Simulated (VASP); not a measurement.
Sc, 1 atom in the cell. It takes space group I4/mmm (No. 139, tetragonal). Conventional cell: a = 3.707 Å, b = 3.707 Å, c = 4.697 Å, α = 90.00°, β = 90.00°, γ = 90.00°. Within 4.7 Å of Sc (site symmetry 4/mmm) lie 14 Sc at 3.52 to 4.70 Å. 

```yaml
Program: VASP 6.6.1
Task: single point
Functional: PBEsol
Potentials_or_basis: VASP PAW PBE potentials, release 64 (Sc_sv)
Cutoff: 520 eV
k_mesh: 11 × 11 × 11
Occupations: methfessel-paxton, width 0.15 eV
Spin: no spin polarisation
Dipole_correction: no
Further_INCAR_settings: ALGO = Normal; EDIFF = 1e-07; NBANDS = 12
```

Potentials or basis: VASP PAW PBE potentials, release 64 (Sc_sv).

Command:

```console
$ cat potpaw_PBE.64/Sc_sv/POTCAR > POTCAR
$ mpirun -np 1 vasp_std > vasp.out
```

Hardware: 1 thread of Intel(R) Xeon(R) Platinum 8488C (Sapphire Rapids), on a shared host.

Problem. Estimate the wall time of this run.

Solution. Wall time 29 s on 1 thread of Intel(R) Xeon(R) Platinum 8488C (Sapphire Rapids) (shared host), peak memory 0.18 GiB. Counts: scf iterations 13, k points 126.
